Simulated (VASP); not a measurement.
Here is a VASP 6.6.1 calculation.

INCAR

```
SYSTEM = Ga4P3N
ALGO = Normal ; EDIFF = 1E-7
ENCUT = 520 ; GGA = PE
GGA_COMPAT = .FALSE. ; ISIF = 2
ISMEAR = -1 ; LASPH = .TRUE.
LCHARG = .TRUE. ; LORBIT = 11
LORBMOM = .TRUE. ; LREAL = .FALSE.
LSORBIT = .TRUE. ; LVHAR = .TRUE.
LWAVE = .FALSE. ; MAGMOM = 0 0 0 0 0 0 0 0 0 0 0 0 0 0 0 0 0 0 0 0 0 0 0 0
NBANDS = 90 ; NELM = 150
PREC = Accurate ; SIGMA = 0.02
```

File KPOINTS:

```
k-points
0
G
  6 6 6
  0 0 0
```

The input POSCAR:

```
Ga4P3N
1.0
    5.2139728300      0.0000000000      0.0000000000
    0.0000000000      5.2139728300      0.0000000000
    0.0000000000      0.0000000000      5.2139728300
N Ga P
1 4 3
Direct
    0.0000000000      0.0000000000      0.0000000000
    0.7722587181      0.7722587181      0.7722587181
    0.2277412819      0.2277412819      0.7722587181
    0.2277412819      0.7722587181      0.2277412819
    0.7722587181      0.2277412819      0.2277412819
    0.5000000000      0.5000000000      0.0000000000
    0.5000000000      0.0000000000      0.5000000000
    0.0000000000      0.5000000000      0.5000000000
```

Potentials or basis: VASP PAW PBE potentials, release 64 (N, Ga_d, P).

Run with:

```console
$ cat potpaw_PBE.64/N/POTCAR potpaw_PBE.64/Ga_d/POTCAR potpaw_PBE.64/P/POTCAR > POTCAR
$ mpirun -np 1 vasp_ncl > vasp.out
```

**Question.** Estimate the net moment.

**Answer.** 0.00 μB per cell.

**Question.** Predict the pressure.

**Answer.** 3.1 GPa.

**Question.** Estimate the largest force.

**Answer.** 0.023 eV/Å.

Moments on the atoms (μB; x, y, z):
```
N   0.00 0.00 0.00
Ga  0.00 0.00 0.00
Ga  0.00 0.00 0.00
Ga  0.00 0.00 0.00
Ga  0.00 0.00 0.00
P   0.00 0.00 0.00
P   0.00 0.00 0.00
P   0.00 0.00 0.00
```

Caveat: the cell stands under pressure.
